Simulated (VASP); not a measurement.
Al3BiO:

```
Al Bi O
1.0
     5.02916    0.00000    0.00000
     0.00000    5.02916    0.00000
     0.00000    0.00000    3.66300
Al Bi O
3 1 1
Cartesian
  0.0000 0.0000 0.0000
  0.0000 2.5146 1.8315
  2.5146 0.0000 1.8315
  2.5146 2.5146 0.0000
  0.0000 0.0000 1.8315
```

The cell was built from a structure type or drawn by symmetry, and may not be a known phase.

* Program: VASP 6.6.1
* Task: relaxation of cell and atoms
* Functional: PBE
* Potentials or basis: VASP PAW PBE potentials, release 64 (Al, Bi_d, O)
* Cutoff: 600 eV
* k mesh: 4 × 4 × 6
* Occupations: gaussian, width 0.1 eV
* Spin: no spin polarisation

At the start: pressure 2.5 GPa; volume 18.53 Å³/atom.

**Question.** Where does the relaxation end?

**Answer.** Over 4 steps the energy falls by 15.5 meV/atom and the volume is 19.69 Å³/atom (+6.2 %); space group P4/mmm (No. 123, to 0.1 Å) before and after.

The path:
```tsv
step	energy change (eV)	largest force (eV/Å)	pressure (GPa)	volume (Å³)
1	0.0000	0.0000	2.49	92.65
2	-0.0566	0.0000	0.27	96.55
3	-0.0641	0.0000	-0.81	98.78
4	-0.0774	0.0000	-0.08	98.44
```

Final structure:
```
Al Bi O
1.0
     5.22123    0.00000    0.00000
     0.00000    5.22123    0.00000
     0.00000    0.00000    3.61086
Al Bi O
3 1 1
Direct
  0.00000 0.00000 0.00000
  0.00000 0.50000 0.50000
  0.50000 0.00000 0.50000
  0.50000 0.50000 0.00000
  0.00000 0.00000 0.50000
```
